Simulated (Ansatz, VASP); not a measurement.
# GeS: VASP beside Ansatz

```
Ge S
1.0
    10.65578    0.00000    0.00000
     0.00000    3.67876    0.00000
     0.00000    0.00000    4.35982
Ge S
4 4
Cartesian
  1.3259 0.9197 0.5902
  4.0020 2.7591 2.7701
  6.6538 0.9197 1.5897
  9.3299 2.7591 3.7696
  9.0507 0.9197 2.1578
  6.9330 2.7591 -0.0221
  3.7228 0.9197 4.3819
  1.6051 2.7591 2.2020
```

Alike in both runs: functional PBE; dispersion D3(BJ); k mesh 4 × 10 × 8; no spin polarisation.

Ansatz relaxed the structure, and its values are those at the end. VASP's run is a single point on that final structure, the one shown.

```csv
,VASP,Ansatz
version,VASP 6.6.1,Ansatz 0.2.0
potentials or method,"VASP PAW PBE potentials, release 64 (Ge_d, S)","scalar-relativistic, plane waves, PAW"
plane-wave cutoff (eV),500,420
occupations,"gaussian, width 0.01 eV",fixed
valence electrons in the cell,80,80
```

```csv
,VASP,Ansatz,Ansatz less VASP
gap on the k mesh at the Fermi level (eV),1.26,1.27,+0.004
least direct gap on the mesh (eV),1.26,1.27,+0.004
pressure (GPa),-0.1,0.0,+0.09
rms of the force components (eV/Å),0.003,0.001,-0.0027
```

Ansatz's warnings: dispersion switch in reach, relaxed geometry near dispersion switch.
